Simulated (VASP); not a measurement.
Input of a VASP 6.6.1 run:

The input INCAR:

```
SYSTEM = Si2W
ALGO     = Normal         ! electronic algorithm
EDIFF    = 1E-8           ! SCF threshold, eV
ENCUT    = 520            ! plane-wave cutoff, eV
GGA      = PS             ! functional
ISIF     = 2              ! what is computed and relaxed
ISMEAR   = -1             ! smearing method
LASPH    = .True.         ! aspherical terms in the spheres
LCHARG   = .False.        ! write CHGCAR
LEFG     = .True.       
LREAL    = .False.        ! projectors in reciprocal space
LWAVE    = .False.        ! write WAVECAR
NBANDS   = 18             ! bands
NELM     = 60             ! most SCF steps
PREC     = Accurate       ! precision mode
SIGMA    = 0.05           ! smearing width, eV
```

KPOINTS

```
k-points
0
Gamma
  13 13 13
  0 0 0
```

POSCAR

```
Si2W
1.0
   -1.6069000000      1.6069000000      3.9149500000
    1.6069000000     -1.6069000000      3.9149500000
    1.6069000000      1.6069000000     -3.9149500000
Si W
2 1
Direct
    0.3842900000      0.3842900000      0.0000000000
    0.6157100000      0.6157100000      0.0000000000
    0.0000000000      0.0000000000      0.0000000000
```

Potentials or basis: VASP PAW PBE potentials, release 64 (Si, W_sv).

Launch:

```sh
$ cat potpaw_PBE.64/Si/POTCAR potpaw_PBE.64/W_sv/POTCAR > POTCAR
$ mpirun -np 1 vasp_std > vasp.out
```

**Question.** Predict the largest force.

**Answer.** 18.164 eV/Å.

**Question.** Predict the pressure.

**Answer.** 48.6 GPa.

**Question.** What does it give for the band gap on the k mesh?

**Answer.** Zero (band 11 reaches 11.95 eV, above the bottom of band 12 at 10.70 eV).

Electric field gradients, principal values (V/Å²):
```
atom   least  middle  greatest (by size)
1 Si   8.251   8.252             -16.503
2 Si   8.251   8.252             -16.503
 3 W  30.236  30.236             -60.471
```

Caveat: the cell differs from its parent crystal (shortest bond scaled by 0.7); without QUAD_EFG the Cq values of the log hold for a quadrupole moment of 1 mb, not for the nuclei; the PAW data sets were made with another functional, which shifts forces and pressure a little; spin-orbit coupling is left out, which moves the levels of the heavy elements.
